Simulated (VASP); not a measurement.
# BaTeH6 (R-3) in VASP: relaxation of cell and atoms with PBEsol

Aim: the relaxation of cell and atoms of BaTeH6 with PBEsol.

Everything below comes from runs of VASP 6.6.1. Logs are shortened: lines on timing, memory, paths and dates and some standing lists are left out, and cuts for length are marked.

### Step 1. The cell of the first run

Symmetry: R-3, No. 148, trigonal system. Conventional cell: a = 7.737 Å, b = 7.737 Å, c = 7.530 Å, α = 90.00°, β = 90.00°, γ = 120.00°. Within 3.9 Å of Ba (site symmetry -3) lie 12 H at 2.95 to 3.09 Å and 2 Te at 3.77 Å. Within 2.5 Å of Te (site symmetry -3) lie 6 H at 1.88 Å. H (site symmetry 1) has 1 Te at 1.88 Å within 2.5 Å.

### Step 2. Relaxation of cell and atoms, PBEsol

Input file INCAR:

```
SYSTEM = BaTeH6
  PREC = Accurate
  ENCUT = 600
  EDIFF = 1E-6
  ISMEAR = -1
  SIGMA = 0.03
  LREAL = .False.
  LASPH = .True.
  NELM = 60
  ALGO = Normal
  ISIF = 3
  LWAVE = .False.
  LCHARG = .False.
  GGA = PS
  IBRION = 2
  NSW = 100
  EDIFFG = -0.01
```

Input file KPOINTS:

```
regular mesh
0
Gamma
  4 4 4
  0 0 0
```

Input file POSCAR:

```
BaTeH6
1.0
    3.8685630200      2.2335159000      2.5101154000
   -3.8685630200      2.2335159000      2.5101154000
    0.0000000000     -4.4670318000      2.5101154000
Ba Te H
1 1 6
Direct
    0.0000000000      0.0000000000      0.0000000000
    0.5000000000      0.5000000000      0.5000000000
    0.5829775400      0.2642506400      0.2194230800
    0.2642506400      0.2194230800      0.5829775400
    0.7805769200      0.4170224600      0.7357493600
    0.7357493600      0.7805769200      0.4170224600
    0.4170224600      0.7357493600      0.7805769200
    0.2194230800      0.5829775400      0.2642506400
```

Potentials or basis: VASP PAW PBE potentials, release 64 (Ba_sv, Te, H).

Launch:

```
$ cat potpaw_PBE.64/Ba_sv/POTCAR potpaw_PBE.64/Te/POTCAR potpaw_PBE.64/H/POTCAR > POTCAR
$ mpirun -np 1 vasp_std > vasp.out
```

OUTCAR:

```text
SYSTEM = BaTeH6
   PREC = Accurate
   ENCUT = 600
   EDIFF = 1E-6
   ISMEAR = -1
   LREAL = .False.
   LASPH = .True.
   NELM = 60
   ISIF = 3
   GGA = PS
   IBRION = 2
   NSW = 100
   EDIFFG = -0.01

 ion  position               nearest neighbor table
   1  0.000  0.000  0.000-   2 3.77   2 3.77
   2  0.500  0.500  0.500-   4 1.88   6 1.88   3 1.88   7 1.88   5 1.88   8 1.88   1 3.77   1 3.77

   3  0.583  0.264  0.219-   2 1.88
   4  0.264  0.219  0.583-   2 1.88
   5  0.781  0.417  0.736-   2 1.88
   6  0.736  0.781  0.417-   2 1.88
   7  0.417  0.736  0.781-   2 1.88
   8  0.219  0.583  0.264-   2 1.88

  LATTYP: Found a trigonal (rhomboedric) cell.
 ALAT       =     5.1239684266
 COS(alpha) =    -0.1400304666

  Lattice vectors:

 A1 = (   3.8685630200,   2.2335159000,   2.5101154000)
 A2 = (  -3.8685630200,   2.2335159000,   2.5101154000)
 A3 = (   0.0000000000,  -4.4670318000,   2.5101154000)

Analysis of symmetry for initial positions (statically):
=====================================================================
 Subroutine PRICEL returns:
 Original cell was already a primitive cell.

 Routine SETGRP: Setting up the symmetry group for a
 trigonal (rhombohedral) supercell.

 Subroutine GETGRP returns: Found  6 space group operations
 (whereof  6 operations were pure point group operations)
 out of a pool of 12 trial point group operations.

The static configuration has the point symmetry S_6 .

Analysis of symmetry for dynamics (positions and initial velocities):
=====================================================================
 Subroutine PRICEL returns:
 Original cell was already a primitive cell.

 Routine SETGRP: Setting up the symmetry group for a
 trigonal (rhombohedral) supercell.

 Subroutine GETGRP returns: Found  6 space group operations
 (whereof  6 operations were pure point group operations)
 out of a pool of 12 trial point group operations.

The dynamic configuration has the point symmetry S_6 .

 Subroutine INISYM returns: Found  6 space group operations
 (whereof  6 operations are pure point group operations),
 and found     1 'primitive' translations

----------------------------------------------------------------------------------------

                                     Primitive cell

  volume of cell :     130.1319

  direct lattice vectors                    reciprocal lattice vectors
     3.868563020  2.233515900  2.510115400     0.129246957  0.074620766  0.132796019
    -3.868563020  2.233515900  2.510115400    -0.129246957  0.074620766  0.132796019
     0.000000000 -4.467031800  2.510115400     0.000000000 -0.149241531  0.132796019

  length of vectors
     5.123968427  5.123968427  5.123968425     0.199769411  0.199769411  0.199769411

  position of ions in fractional coordinates (direct lattice)
     0.000000000  0.000000000  0.000000000
     0.500000000  0.500000000  0.500000000
     0.582977540  0.264250640  0.219423080
     0.264250640  0.219423080  0.582977540
     0.780576920  0.417022460  0.735749360
     0.735749360  0.780576920  0.417022460
     0.417022460  0.735749360  0.780576920
     0.219423080  0.582977540  0.264250640

  ion indices of the primitive-cell ions
   primitive index   ion index
                 1           1
                 2           2
                 3           3
                 4           4
                 5           5
                 6           6
                 7           7
                 8           8

----------------------------------------------------------------------------------------

 KPOINTS: regular mesh

Automatic generation of k-mesh.
 Grid dimensions read from file:
 generate k-points for:    4    4    4

 Generating k-lattice:

  Cartesian coordinates                     Fractional coordinates (reciprocal lattice)
     0.032311739  0.018655191  0.033199005     0.250000000 -0.000000000 -0.000000000
    -0.032311739  0.018655191  0.033199005    -0.000000000  0.250000000 -0.000000000
     0.000000000 -0.037310383  0.033199005    -0.000000000 -0.000000000  0.250000000

  Length of vectors
     0.049942353  0.049942353  0.049942353

  Shift w.r.t. Gamma in fractional coordinates (k-lattice)
     0.000000000  0.000000000  0.000000000

 Subroutine IBZKPT returns following result:
 ===========================================

 Found     14 irreducible k-points:

 Following reciprocal coordinates:
            Coordinates               Weight
  0.000000  0.000000  0.000000      1.000000
  0.250000  0.000000 -0.000000      6.000000
  0.500000  0.000000 -0.000000      3.000000
  0.250000  0.250000 -0.000000      6.000000
  0.500000  0.250000 -0.000000      6.000000
  0.500000  0.000000 -0.250000      6.000000
 -0.250000  0.250000  0.000000      6.000000
  0.500000  0.500000 -0.000000      3.000000
  0.250000  0.250000  0.250000      2.000000
  0.500000  0.250000  0.250000      6.000000
 -0.250000  0.250000  0.250000      6.000000
  0.500000  0.500000  0.250000      6.000000
 -0.250000  0.500000  0.250000      6.000000
  0.500000  0.500000  0.500000      1.000000
   k-points           NKPTS =     14   k-points in BZ     NKDIM =     14   number of bands    NBANDS=     16
   number of dos      NEDOS =    301   number of ions     NIONS =      8
   total plane-waves  NPLWV =  74088
   dimension x,y,z NGX =    42 NGY =   42 NGZ =   42
   dimension x,y,z NGXF=    84 NGYF=   84 NGZF=   84
   ions per type =               1   1   6
   NGX,Y,Z   is equivalent  to a cutoff of  13.63, 13.63, 13.63 a.u.
   NGXF,Y,Z  is equivalent  to a cutoff of  27.25, 27.25, 27.25 a.u.
 SYSTEM =  BaTeH6
   PREC   = accura    normal or accurate (medium, high low for compatibility)
   ISTART =      0    job   : 0-new  1-cont  2-samecut
   ICHARG =      2    charge: 1-file 2-atom 10-const
   ISPIN  =      1    spin polarized calculation?
   LNONCOLLINEAR =      F non collinear calculations
   LSORBIT =      F    spin-orbit coupling
   LASPH  =      T    aspherical Exc in radial PAW
   ENCUT  =  600.0 eV  44.10 Ry    6.64 a.u.  10.23 10.23 10.23*2*pi/ulx,y,z
   NELM   =     60;   NELMIN=  2; NELMDL= -5     # of ELM steps
   EDIFF  = 0.1E-05   stopping-criterion for ELM
   LREAL  =      F    real-space projection
   EDIFFG = -.1E-01   stopping-criterion for IOM
   NSW    =    100    number of steps for IOM
   IBRION =      2    ionic relax: 0-MD 1-quasi-New 2-CG
   NFREE  =      1    steps in history (QN), initial steepest desc. (CG)
   ISIF   =      3    stress and relaxation
   ISYM   =      2    0-nonsym 1-usesym 2-fastsym
   POTIM  = 0.5000    time-step for ionic-motion
   TEBEG  =    0.0;   TEEND  =   0.0 temperature during run
   PSTRESS=    0.0 pullay stress
   NELECT =      22.0000    total number of electrons
   NUPDOWN=      -1.0000    fix difference up-down
   EMIN   =  10.00;   EMAX   =-10.00  energy-range for DOS
   EFERMI =   0.00;   METHOD = LEGACY
   ISMEAR =    -1;   SIGMA  =   0.03  broadening in eV -4-tet -1-fermi 0-gaus
   EFERMI_NEDOS =   21; number of points for ismear=-14 and -15
   IALGO  =     38    algorithm
   IMIX   =      4    mixing-type and parameters
     AMIX     =   0.40;   BMIX     =  1.00
     AMIX_MAG =   1.60;   BMIX_MAG =  1.00
  volume/ion in A,a.u.               =      16.27       109.77
  Fermi-wavevector in a.u.,A,eV,Ry     =   0.905221  1.710619 11.148949  0.819425
  Thomas-Fermi vector in A             =   2.028762
   LORBIT       =      0    0 simple, 1 ext, 2 COOP (PROOUT), +10 PAW based schemes
   GGA     = PS    functional components
   LHFCALC =     F    Hartree Fock is set to
   AEXX    =    0.0000 exact exchange contribution
   IVDW    =     0    specifies the selected vdW correction
   LEPSILON=     F    determine dielectric tensor
   LRPA    =     F    only Hartree local field effects (RPA)
 conjugate gradient relaxation of ions
 non-spin polarized calculation
  energy-cutoff  :      600.00
  volume of cell :      130.13
 maximum number of plane-waves:      4379
 NGX is ok and might be reduce to    42
   NGX = 21   NGY = 21   NGZ = 21

--------------------------------------- Ionic step        1  -------------------------------------------

 number of electron      21.9999999 magnetization

 Free energy of the ion-electron system (eV)
  ---------------------------------------------------
  ext. energy  EPLUGINS =         0.00000000
  ---------------------------------------------------
  free energy    TOTEN  =       -23.18804725 eV

  energy without entropy =      -23.18514406  energy(sigma->0) =      -23.18659565

------------------------ aborting loop because EDIFF is reached ----------------------------------------

  FORCE on cell =-STRESS in cart. coord.  units (eV):
  Direction    XX          YY          ZZ          XY          YZ          ZX
  --------------------------------------------------------------------------------------
  -------------------------------------------------------------------------------------
  Total       -0.4168499     -0.4168499      1.0474426     -0.0000000      0.0000000     -0.0000000
  in kB       -5.1322362     -5.1322362     12.8960634     -0.0000004      0.0000000     -0.0000000
  external PRESSURE =       0.8771970 kB  Pullay stress =       0.0000000 kB
[... 107 lines left out ...]
  FREE ENERGIE OF THE ION-ELECTRON SYSTEM (eV)
  ---------------------------------------------------
  free  energy   TOTEN  =       -23.4029464988 eV

  energy  without entropy=      -23.4004703247  energy(sigma->0) =      -23.40170841

[... ionic steps 4 to 18 ...]

--------------------------------------- Ionic step       19  -------------------------------------------

 number of electron      21.9999999 magnetization

------------------------ aborting loop because EDIFF is reached ----------------------------------------

  FORCE on cell =-STRESS in cart. coord.  units (eV):
  Direction    XX          YY          ZZ          XY          YZ          ZX
  --------------------------------------------------------------------------------------
  -------------------------------------------------------------------------------------
  Total        0.0256718      0.0256718      0.0196670     -0.0000000     -0.0000000      0.0000000
  in kB        0.3907215      0.3907215      0.2993296     -0.0000000     -0.0000000      0.0000000
  external PRESSURE =       0.3602575 kB  Pullay stress =       0.0000000 kB
[... 69 lines left out ...]
  energy  without entropy=      -23.7481949554  energy(sigma->0) =      -23.74922264

--------------------------------------- Ionic step       21  -------------------------------------------

 number of electron      21.9999999 magnetization

 Free energy of the ion-electron system (eV)
  ---------------------------------------------------
  ext. energy  EPLUGINS =         0.00000000
  ---------------------------------------------------
  free energy    TOTEN  =       -23.75042856 eV

  energy without entropy =      -23.74827574  energy(sigma->0) =      -23.74935215

 E-fermi :   2.7544     XC(G=0):  -8.9191

 val. band max:        2.6967972998   @ k =   0.5000   0.0000  -0.0000
 cond. band min:       2.8119076038   @ k =   0.5000   0.0000  -0.0000
 fundamental gap:      0.1151103039
 Fermi energy:         2.7543549413

 k-point     1 :       0.0000    0.0000    0.0000
  band No.  band energies     occupation
      1     -24.5426      2.00000
      2     -10.3817      2.00000
      3      -9.8605      2.00000
      4      -9.7552      2.00000
      5      -9.7552      2.00000
      6      -3.1214      2.00000
[... 8 lines left out ...]
     15       5.8383      0.00000
     16       5.8383      0.00000
[... 280 lines left out ...]
  FREE ENERGIE OF THE ION-ELECTRON SYSTEM (eV)
  ---------------------------------------------------
  free  energy   TOTEN  =       -23.7504285634 eV

  energy  without entropy=      -23.7482757377  energy(sigma->0) =      -23.74935215

 reached required accuracy - stopping structural energy minimisation
```

It took 5.1 min on 1 thread of Intel Xeon 6975P-C (Granite Rapids), shared host; peak memory 0.3 GiB.

Results:

```yaml
Free_energy: -23.7504 eV
Relaxed_volume: 13.17 Å³/atom
Relaxed_cell: a = 4.737 Å, b = 4.737 Å, c = 4.737 Å, α = 94.17°, β = 94.17°, γ = 94.17°
Space_group_after_relaxing_to_0.05_Å: R-3 (No. 148)
Energy_gained_by_relaxing: 70.3 meV/atom
Ionic_steps: 21
Pressure_after_relaxing: 0.0 GPa
Largest_force_after_relaxing: 0.010 eV/Å
Band_gap_on_the_k_mesh: 0.12 eV, direct
```

Forces on the atoms (eV/Å):
```
Ba   0.000  0.000  0.000
Te   0.000  0.000  0.000
H    0.006  0.001  0.007
H   -0.002 -0.006  0.007
H    0.004 -0.004 -0.007
H    0.002  0.006 -0.007
H   -0.006 -0.001 -0.007
H   -0.004  0.004  0.007
```

Step by step:
```csv
step,energy change (eV),largest force (eV/Å),pressure (GPa),volume (Å³)
1,0.0000,0.6771,0.09,130.13
2,-0.1171,0.4444,-1.01,130.30
3,-0.2149,0.1380,-2.86,130.60
4,-0.3208,0.1398,-2.18,124.97
5,-0.4465,0.1818,-0.02,112.78
6,-0.4486,0.1953,0.46,110.73
7,-0.4679,0.1832,0.28,110.40
8,-0.5083,0.1805,-0.22,109.39
9,-0.5074,0.2830,-1.54,107.39
10,-0.5207,0.2242,-0.74,108.43
11,-0.5388,0.1384,-0.24,106.93
12,-0.5464,0.0282,0.46,105.05
13,-0.5465,0.0412,0.36,105.28
14,-0.5532,0.0380,0.18,105.42
15,-0.5598,0.0546,-0.28,105.80
16,-0.5599,0.0505,-0.21,105.75
17,-0.5614,0.0223,0.08,105.21
18,-0.5615,0.0212,0.15,105.09
19,-0.5621,0.0153,0.04,105.27
20,-0.5622,0.0144,0.00,105.33
21,-0.5624,0.0096,0.04,105.38
```

Final structure:
```
Ba Te H
1.0
     3.46882    2.00272    2.52807
    -3.46882    2.00272    2.52807
     0.00000   -4.00545    2.52807
Ba Te H
1 1 6
Cartesian
  3.4688 -2.0027 5.0561
  0.0000 0.0000 3.7921
  1.1093 0.8109 2.3713
  0.1476 -1.3661 2.3713
  1.2569 -0.5552 5.2129
  -0.1476 1.3661 5.2129
  -1.1093 -0.8109 5.2129
  -1.2569 0.5552 2.3713
```

Caveat: the volume moved by over 15 % at a fixed basis, so the end points are rough; the PAW data sets were made with another functional, which shifts forces and pressure a little; spin-orbit coupling is left out, which moves the levels of the heavy elements. A k mesh can miss the band edges.
